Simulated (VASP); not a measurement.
A run of VASP 6.6.1 is set up as follows.

INCAR

```
SYSTEM = ZnAu
  PREC = Accurate
  ENCUT = 520
  EDIFF = 1E-6
  ISMEAR = -1
  SIGMA = 0.05
  LREAL = .FALSE.
  LASPH = .TRUE.
  NELM = 150
  ALGO = Fast
  ISIF = 2
  LWAVE = .FALSE.
  LCHARG = .TRUE.
  LNONCOLLINEAR = .TRUE.
  MAGMOM = 0 0 0 0 0 0
  LORBIT = 11
  LSORBIT = .TRUE.
  GGA_COMPAT = .FALSE.
  LORBMOM = .TRUE.
  LMAXMIX = 4
  GGA = PE
  LVHAR = .TRUE.
  NBANDS = 35
```

The input KPOINTS:

```
regular mesh
0
G
  8 8 8
  0 0 0
```

The input POSCAR:

```
ZnAu
1.0
    3.1470000000      0.0000000000      0.0000000000
    0.0000000000      3.1470000000      0.0000000000
    0.0000000000      0.0000000000      3.1470000000
Au Zn
1 1
Direct
    0.0000000000      0.0000000000      0.0000000000
    0.5000000000      0.5000000000      0.5000000000
```

Potentials or basis: VASP PAW PBE potentials, release 64 (Au, Zn).

The run is started by

```console
$ cat potpaw_PBE.64/Au/POTCAR potpaw_PBE.64/Zn/POTCAR > POTCAR
$ mpirun -np 1 vasp_ncl > vasp.out
```

(1) Predict the net moment.

(2) Predict the pressure.

Results:

(1) 0.00 μB per cell.

(2) 4.8 GPa.
